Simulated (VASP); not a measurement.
# Zn (P6_3/mmc) in VASP: further runs

Zn is run at these levels: PBE; tasks: single point, relaxation of cell and atoms.

Program: VASP 6.6.1. These are calculated values, not measurements. Logs are shortened: lines on timing, memory, paths and dates and some standing lists are left out, and cuts for length are marked.

### Step 1. The cell of the first run

Symmetry: P6_3/mmc, No. 194, hexagonal system. The conventional cell has a = 2.751 Å, b = 2.751 Å, c = 4.536 Å, α = 90.00°, β = 90.00°, γ = 120.00°. Zn (site symmetry -6m2) has 12 Zn at 2.75 to 2.77 Å within 3.6 Å.

### Step 2. Single point, PBE

INCAR

```
SYSTEM = Zn
PREC = Accurate ; ENCUT = 520
EDIFF = 1E-7 ; ISMEAR = 1
SIGMA = 0.05 ; LREAL = .FALSE.
LASPH = .TRUE. ; NELM = 60
ALGO = Normal ; ISIF = 2
LWAVE = .FALSE. ; LCHARG = .FALSE.
GGA = PE ; NBANDS = 19
```

KPOINTS

```
regular mesh
0
G
  8 8 5
  0 0 0
```

POSCAR

```
Zn
1.0
    2.7509402866      0.0000000000      0.0000000000
   -1.3754701433      2.3823841725      0.0000000000
    0.0000000000      0.0000000000      4.5364587104
Zn
2
Direct
    0.3333333333      0.6666666667      0.2500000000
    0.6666666667      0.3333333333      0.7500000000
```

Potentials or basis: VASP PAW PBE potentials, release 64 (Zn).

Run with:

```bash
cat potpaw_PBE.64/Zn/POTCAR > POTCAR
mpirun -np 1 vasp_std > vasp.out
```

OUTCAR:

```text
SYSTEM = Zn
   PREC = Accurate
   ENCUT = 520
   EDIFF = 1E-7
   ISMEAR = 1
   LREAL = .FALSE.
   LASPH = .TRUE.
   NELM = 60
   ISIF = 2
   GGA = PE

 ion  position               nearest neighbor table
   1  0.333  0.667  0.250-   2 2.77   2 2.77   2 2.77   2 2.77   2 2.77   2 2.77
   2  0.667  0.333  0.750-   1 2.77   1 2.77   1 2.77   1 2.77   1 2.77   1 2.77

  LATTYP: Found a hexagonal cell.
 ALAT       =     2.7509402866
 C/A-ratio  =     1.6490574995

  Lattice vectors:

 A1 = (   2.7509402866,   0.0000000000,   0.0000000000)
 A2 = (  -1.3754701433,   2.3823841725,   0.0000000000)
 A3 = (   0.0000000000,   0.0000000000,   4.5364587104)

Analysis of symmetry for initial positions (statically):
=====================================================================
 Subroutine PRICEL returns:
 Original cell was already a primitive cell.

 Routine SETGRP: Setting up the symmetry group for a
 hexagonal supercell.

 Subroutine GETGRP returns: Found 24 space group operations
 (whereof 12 operations were pure point group operations)
 out of a pool of 24 trial point group operations.

The static configuration has the point symmetry D_3d.
 The point group associated with its full space group is D_6h.

Analysis of symmetry for dynamics (positions and initial velocities):
=====================================================================
 Subroutine PRICEL returns:
 Original cell was already a primitive cell.

 Routine SETGRP: Setting up the symmetry group for a
 hexagonal supercell.

 Subroutine GETGRP returns: Found 24 space group operations
 (whereof 12 operations were pure point group operations)
 out of a pool of 24 trial point group operations.

The dynamic configuration has the point symmetry D_3d.
 The point group associated with its full space group is D_6h.

 Subroutine INISYM returns: Found 24 space group operations
 (whereof 12 operations are pure point group operations),
 and found     1 'primitive' translations

----------------------------------------------------------------------------------------

                                     Primitive cell

  volume of cell :      29.7310

  direct lattice vectors                    reciprocal lattice vectors
     2.750940287  0.000000000  0.000000000     0.363512071  0.209873792  0.000000000
    -1.375470143  2.382384173  0.000000000     0.000000000  0.419747584  0.000000000
     0.000000000  0.000000000  4.536458710     0.000000000  0.000000000  0.220436262

  length of vectors
     2.750940287  2.750940287  4.536458710     0.419747584  0.419747584  0.220436262

  position of ions in fractional coordinates (direct lattice)
     0.333333333  0.666666667  0.250000000
     0.666666667  0.333333333  0.750000000

  ion indices of the primitive-cell ions
   primitive index   ion index
                 1           1
                 2           2

----------------------------------------------------------------------------------------

 KPOINTS: regular mesh

Automatic generation of k-mesh.
 Grid dimensions read from file:
 generate k-points for:    8    8    5

 Generating k-lattice:

  Cartesian coordinates                     Fractional coordinates (reciprocal lattice)
     0.045439009  0.026234224  0.000000000     0.125000000  0.000000000  0.000000000
     0.000000000  0.052468448  0.000000000     0.000000000  0.125000000  0.000000000
     0.000000000  0.000000000  0.044087252     0.000000000  0.000000000  0.200000000

  Length of vectors
     0.052468448  0.052468448  0.044087252

  Shift w.r.t. Gamma in fractional coordinates (k-lattice)
     0.000000000  0.000000000  0.000000000

 Subroutine IBZKPT returns following result:
 ===========================================

 Found     30 irreducible k-points:

 Following reciprocal coordinates:
            Coordinates               Weight
  0.000000  0.000000  0.000000      1.000000
  0.125000 -0.000000  0.000000      6.000000
  0.250000 -0.000000  0.000000      6.000000
  0.375000 -0.000000  0.000000      6.000000
  0.500000 -0.000000  0.000000      3.000000
  0.125000  0.125000  0.000000      6.000000
[... 16 lines left out ...]
  0.250000 -0.000000  0.400000     12.000000
  0.375000 -0.000000  0.400000     12.000000
 [... further k-points ...]
   k-points           NKPTS =     30   k-points in BZ     NKDIM =     30   number of bands    NBANDS=     19
   number of dos      NEDOS =    301   number of ions     NIONS =      2
   total plane-waves  NPLWV =  14400
   dimension x,y,z NGX =    20 NGY =   20 NGZ =   36
   dimension x,y,z NGXF=    40 NGYF=   40 NGZF=   72
   ions per type =               2
   NGX,Y,Z   is equivalent  to a cutoff of  12.09, 12.09, 13.19 a.u.
   NGXF,Y,Z  is equivalent  to a cutoff of  24.17, 24.17, 26.39 a.u.
 SYSTEM =  Zn
   PREC   = accura    normal or accurate (medium, high low for compatibility)
   ISTART =      0    job   : 0-new  1-cont  2-samecut
   ICHARG =      2    charge: 1-file 2-atom 10-const
   ISPIN  =      1    spin polarized calculation?
   LNONCOLLINEAR =      F non collinear calculations
   LSORBIT =      F    spin-orbit coupling
   LASPH  =      T    aspherical Exc in radial PAW
   ENCUT  =  520.0 eV  38.22 Ry    6.18 a.u.   5.11  5.11  8.43*2*pi/ulx,y,z
   NELM   =     60;   NELMIN=  2; NELMDL= -5     # of ELM steps
   EDIFF  = 0.1E-06   stopping-criterion for ELM
   LREAL  =      F    real-space projection
   EDIFFG = 0.1E-05   stopping-criterion for IOM
   NSW    =      0    number of steps for IOM
   IBRION =     -1    ionic relax: 0-MD 1-quasi-New 2-CG
   NFREE  =      0    steps in history (QN), initial steepest desc. (CG)
   ISIF   =      2    stress and relaxation
   ISYM   =      2    0-nonsym 1-usesym 2-fastsym
   POTIM  = 0.5000    time-step for ionic-motion
   TEBEG  =    0.0;   TEEND  =   0.0 temperature during run
   PSTRESS=    0.0 pullay stress
   NELECT =      24.0000    total number of electrons
   NUPDOWN=      -1.0000    fix difference up-down
   EMIN   =  10.00;   EMAX   =-10.00  energy-range for DOS
   EFERMI =   0.00;   METHOD = LEGACY
   ISMEAR =     1;   SIGMA  =   0.05  broadening in eV -4-tet -1-fermi 0-gaus
   EFERMI_NEDOS =   21; number of points for ismear=-14 and -15
   IALGO  =     38    algorithm
   IMIX   =      4    mixing-type and parameters
     AMIX     =   0.40;   BMIX     =  1.00
     AMIX_MAG =   1.60;   BMIX_MAG =  1.00
  volume/ion in A,a.u.               =      14.87       100.32
  Fermi-wavevector in a.u.,A,eV,Ry     =   1.524317  2.880541 31.613709  2.323542
  Thomas-Fermi vector in A             =   2.632640
   LORBIT       =      0    0 simple, 1 ext, 2 COOP (PROOUT), +10 PAW based schemes
   GGA     = PE    functional components
   LHFCALC =     F    Hartree Fock is set to
   AEXX    =    0.0000 exact exchange contribution
   IVDW    =     0    specifies the selected vdW correction
   LEPSILON=     F    determine dielectric tensor
   LRPA    =     F    only Hartree local field effects (RPA)
 non-spin polarized calculation
 Methfessel and Paxton  Order N= 1 SIGMA  =   0.05
  energy-cutoff  :      520.00
  volume of cell :       29.73
 maximum number of plane-waves:       809
   NGX = 11   NGY = 11   NGZ = 17

 number of electron      24.0000010 magnetization

 Free energy of the ion-electron system (eV)
  ---------------------------------------------------
  ext. energy  EPLUGINS =         0.00000000
  ---------------------------------------------------
  free energy    TOTEN  =        -2.23364640 eV

  energy without entropy =       -2.23367703  energy(sigma->0) =       -2.23365661

 E-fermi :   3.3323     XC(G=0): -11.6866

 val. band max:        3.3150659547   @ k =   0.5000  -0.0000   0.4000
 cond. band min:       3.4718117485   @ k =   0.5000  -0.0000   0.4000
 fundamental gap:      0.1567457938
 Fermi energy:         3.3323246512

 k-point     1 :       0.0000    0.0000    0.0000
  band No.  band energies     occupation
      1      -7.2910      2.00000
      2      -5.2381      2.00000
      3      -4.4840      2.00000
      4      -4.4202      2.00000
      5      -4.4202      2.00000
      6      -4.3332      2.00000
[... 11 lines left out ...]
     18      20.9043      0.00000
     19      21.4814      0.00000

 k-point     2 :       0.1250   -0.0000    0.0000
  band No.  band energies     occupation
      1      -6.8676      2.00000
      2      -5.1050      2.00000
      3      -4.5421      2.00000
      4      -4.3831      2.00000
      5      -4.3334      2.00000
      6      -4.3277      2.00000
[... 11 lines left out ...]
     18      21.1418      0.00000
     19      22.4129      0.00000

 k-point     3 :       0.2500   -0.0000    0.0000
  band No.  band energies     occupation
      1      -5.7481      2.00000
      2      -4.9505      2.00000
      3      -4.5802      2.00000
      4      -4.5235      2.00000
      5      -4.4042      2.00000
      6      -4.3314      2.00000
[... 11 lines left out ...]
     18      17.2337      0.00000
     19      20.8395      0.00000

 k-point     4 :       0.3750   -0.0000    0.0000
  band No.  band energies     occupation
      1      -5.0964      2.00000
      2      -5.0249      2.00000
      3      -4.8581      2.00000
      4      -4.4173      2.00000
      5      -4.3151      2.00000
      6      -4.2963      2.00000
[... 11 lines left out ...]
     18      16.4101      0.00000
     19      19.2815      0.00000

 k-point     5 :       0.5000   -0.0000    0.0000
  band No.  band energies     occupation
      1      -5.1191      2.00000
      2      -5.0243      2.00000
      3      -4.9573      2.00000
      4      -4.4509      2.00000
      5      -4.3336      2.00000
      6      -4.2575      2.00000
[... 11 lines left out ...]
     18      16.1426      0.00000
     19      18.7287      0.00000
[... 334 lines left out ...]
      2      -5.3621      2.00000
      3      -4.4817      2.00000
      4      -4.4551      2.00000
      5      -4.4551      2.00000
      6      -4.4185      2.00000
[... 11 lines left out ...]
     18      20.5849      0.00000
     19      21.3931      0.00000

 k-point    22 :       0.1250   -0.0000    0.4000
  band No.  band energies     occupation
      1      -5.7861      2.00000
      2      -5.1204      2.00000
      3      -4.5592      2.00000
      4      -4.5231      2.00000
      5      -4.4612      2.00000
      6      -4.3801      2.00000
[... 11 lines left out ...]
     18      19.1654      0.00000
     19      19.5626      0.00000

 k-point    23 :       0.2500   -0.0000    0.4000
  band No.  band energies     occupation
      1      -5.1439      2.00000
      2      -4.8652      2.00000
      3      -4.7139      2.00000
      4      -4.6117      2.00000
      5      -4.3240      2.00000
      6      -4.2463      2.00000
[... 11 lines left out ...]
     18      17.0141      0.00000
     19      18.1541      0.00000

 k-point    24 :       0.3750   -0.0000    0.4000
  band No.  band energies     occupation
      1      -5.1344      2.00000
      2      -5.0058      2.00000
      3      -4.7886      2.00000
      4      -4.7142      2.00000
      5      -4.2246      2.00000
      6      -4.0417      2.00000
[... 11 lines left out ...]
     18      15.5745      0.00000
     19      17.2573      0.00000

 [... further k-points ...]
[... 5 lines left out ...]
  --------------------------------------------------------------------------------------
  -------------------------------------------------------------------------------------
  Total        0.0858484      0.0858484      0.0486177      0.0000000     -0.0000000      0.0000000
  in kB        4.6262879      4.6262879      2.6199620      0.0000000     -0.0000000      0.0000000
  external PRESSURE =       3.9575126 kB  Pullay stress =       0.0000000 kB

 VOLUME and BASIS-vectors are now :
 -----------------------------------------------------------------------------
  energy-cutoff  :      520.00
  volume of cell :       29.73
      direct lattice vectors                 reciprocal lattice vectors
     2.750940287  0.000000000  0.000000000     0.363512071  0.209873792  0.000000000
    -1.375470143  2.382384173  0.000000000     0.000000000  0.419747584  0.000000000
     0.000000000  0.000000000  4.536458710     0.000000000  0.000000000  0.220436262

 POSITION                                       TOTAL-FORCE (eV/Angst)
 -----------------------------------------------------------------------------------
     -0.00000      1.58826      1.13411         0.000000     -0.000000      0.000000
      1.37547      0.79413      3.40234        -0.000000      0.000000      0.000000
 -----------------------------------------------------------------------------------
    total drift:                               -0.000000      0.000000      0.000000

  FREE ENERGIE OF THE ION-ELECTRON SYSTEM (eV)
  ---------------------------------------------------
  free  energy   TOTEN  =        -2.2336463973 eV

  energy  without entropy=       -2.2336770308  energy(sigma->0) =       -2.23365661
```

Wall time 14 s (1 thread of Intel Xeon 6975P-C, shared host); peak memory 0.14 GiB.

Results:

```
Free energy            : -2.2336 eV
Pressure               : 0.4 GPa
Band gap on the k mesh : zero (band 12 reaches 5.00 eV, above the bottom of band 13 at 1.74 eV)
```

Levels at points of the mesh, in eV from the Fermi level:
```
           k point  band 9  band 10  band 11  band 12  band 13  band 14  band 15  band 16
(0.00, 0.00, 0.00)   -7.52    -7.16    -7.16    -3.15    -1.59    15.28    15.28    17.22
(0.50, 0.00, 0.00)   -7.10    -7.05    -3.37    -2.83     3.55     3.60     4.96     5.99
```

### Step 3. Single point, PBE

This run uses another cell than the first one, of 15.16 Å³/atom, 1.020 times its volume.

INCAR

```
SYSTEM = Zn
ALGO = Normal ; EDIFF = 1E-6
ENCUT = 520 ; GGA = PE
ISIF = 2 ; ISMEAR = 1
LASPH = .True. ; LCHARG = .True.
LELF = .True. ; LREAL = .False.
LVHAR = .True. ; LWAVE = .False.
NBANDS = 19 ; NELM = 80
PREC = Accurate ; SIGMA = 0.05
```

KPOINTS

```
k-points
0
Gamma
  8 8 5
  0 0 0
```

POSCAR

```
Zn
1.0
    2.7691589651      0.0000000000      0.0000000000
   -1.3845794826      2.3981620109      0.0000000000
    0.0000000000      0.0000000000      4.5665023588
Zn
2
Direct
    0.3333333333      0.6666666667      0.2500000000
    0.6666666667      0.3333333333      0.7500000000
```

Potentials or basis: VASP PAW PBE potentials, release 64 (Zn).

Run with:

```bash
cat potpaw_PBE.64/Zn/POTCAR > POTCAR
mpirun -np 1 vasp_std > vasp.out
```

OUTCAR:

```text
SYSTEM = Zn
   EDIFF = 1E-6
   ENCUT = 520
   GGA = PE
   ISIF = 2
   ISMEAR = 1
   LASPH = .True.
   LREAL = .False.
   NELM = 80
   PREC = Accurate

 ion  position               nearest neighbor table
   1  0.333  0.667  0.250-   2 2.79   2 2.79   2 2.79   2 2.79   2 2.79   2 2.79
   2  0.667  0.333  0.750-   1 2.79   1 2.79   1 2.79   1 2.79   1 2.79   1 2.79

  LATTYP: Found a hexagonal cell.
 ALAT       =     2.7691589651
 C/A-ratio  =     1.6490574995

  Lattice vectors:

 A1 = (   2.7691589651,   0.0000000000,   0.0000000000)
 A2 = (  -1.3845794826,   2.3981620109,   0.0000000000)
 A3 = (   0.0000000000,   0.0000000000,   4.5665023588)

Analysis of symmetry for initial positions (statically):
=====================================================================
 Subroutine PRICEL returns:
 Original cell was already a primitive cell.

 Routine SETGRP: Setting up the symmetry group for a
 hexagonal supercell.

 Subroutine GETGRP returns: Found 24 space group operations
 (whereof 12 operations were pure point group operations)
 out of a pool of 24 trial point group operations.

[... 156 lines left out ...]

 Free energy of the ion-electron system (eV)
  ---------------------------------------------------
  ext. energy  EPLUGINS =         0.00000000
  ---------------------------------------------------
  free energy    TOTEN  =        -2.23233882 eV

  energy without entropy =       -2.23227710  energy(sigma->0) =       -2.23231824

 E-fermi :   3.1584     XC(G=0): -11.5825

 val. band max:        3.1300312415   @ k =   0.5000   0.0000   0.4000
 cond. band min:       3.3019223896   @ k =   0.5000   0.0000   0.4000
 fundamental gap:      0.1718911480
 Fermi energy:         3.1583567674

 k-point     1 :       0.0000    0.0000    0.0000
  band No.  band energies     occupation
      1      -7.2740      2.00000
      2      -5.2936      2.00000
      3      -4.5725      2.00000
      4      -4.5110      2.00000
      5      -4.5110      2.00000
      6      -4.4275      2.00000
[... 505 lines left out ...]
      6      -4.1457      2.00000
[... 11 lines left out ...]
     18      15.2653      0.00000
     19      16.9514      0.00000

 [... further k-points ...]
[... 5 lines left out ...]
  --------------------------------------------------------------------------------------
  -------------------------------------------------------------------------------------
  Total       -0.1635647     -0.1635647     -0.2556655      0.0000000      0.0000000      0.0000000
  in kB       -8.6415195     -8.6415195    -13.5074250      0.0000000      0.0000000      0.0000000
  external PRESSURE =     -10.2634880 kB  Pullay stress =       0.0000000 kB

 VOLUME and BASIS-vectors are now :
 -----------------------------------------------------------------------------
  energy-cutoff  :      520.00
  volume of cell :       30.33
      direct lattice vectors                 reciprocal lattice vectors
     2.769158965  0.000000000  0.000000000     0.361120475  0.208493003  0.000000000
    -1.384579483  2.398162011  0.000000000     0.000000000  0.416986007  0.000000000
     0.000000000  0.000000000  4.566502359     0.000000000  0.000000000  0.218985981

 POSITION                                       TOTAL-FORCE (eV/Angst)
 -----------------------------------------------------------------------------------
     -0.00000      1.59877      1.14163        -0.000000      0.000000      0.000000
      1.38458      0.79939      3.42488         0.000000     -0.000000      0.000000
 -----------------------------------------------------------------------------------
    total drift:                               -0.000000      0.000000      0.000000

  FREE ENERGIE OF THE ION-ELECTRON SYSTEM (eV)
  ---------------------------------------------------
  free  energy   TOTEN  =        -2.2323388168 eV

  energy  without entropy=       -2.2322770976  energy(sigma->0) =       -2.23231824
```

stdout:

```text
POSCAR found type information on POSCAR Zn
 POSCAR found :  1 types and       2 ions
 scaLAPACK will be used
 LDA part: xc-table for (Slater+PW92), standard interpolation
 POSCAR, INCAR and KPOINTS ok, starting setup
 FFT: planning ... GRIDC
 FFT: planning ... GRID_SOFT
 FFT: planning ... GRID
 WAVECAR not read
 entering main loop
```

Run time: 14 s. Hardware: 1 thread of Intel Xeon 6975P-C, shared host; peak memory 0.15 GiB.

What came out:

- Free energy: -2.2323 eV
- Pressure: -1.0 GPa
- Band gap on the k mesh: zero (band 12 reaches 4.85 eV, above the bottom of band 13 at 1.57 eV)

Stress tensor (GPa, compression positive):
```
-0.86  0.00  0.00
 0.00 -0.86  0.00
 0.00  0.00 -1.35
```

Levels at points of the mesh, in eV from the Fermi level:
| k point | band 9 | band 10 | band 11 | band 12 | band 13 | band 14 | band 15 | band 16 |
| --- | --- | --- | --- | --- | --- | --- | --- | --- |
| (0.00, 0.00, 0.00) | -7.45 | -7.09 | -7.09 | -3.04 | -1.59 | 15.09 | 15.09 | 17.02 |
| (0.50, 0.00, 0.00) | -7.04 | -6.99 | -3.27 | -2.79 | 3.52 | 3.60 | 4.86 | 5.96 |

[end of part 1 of 2]
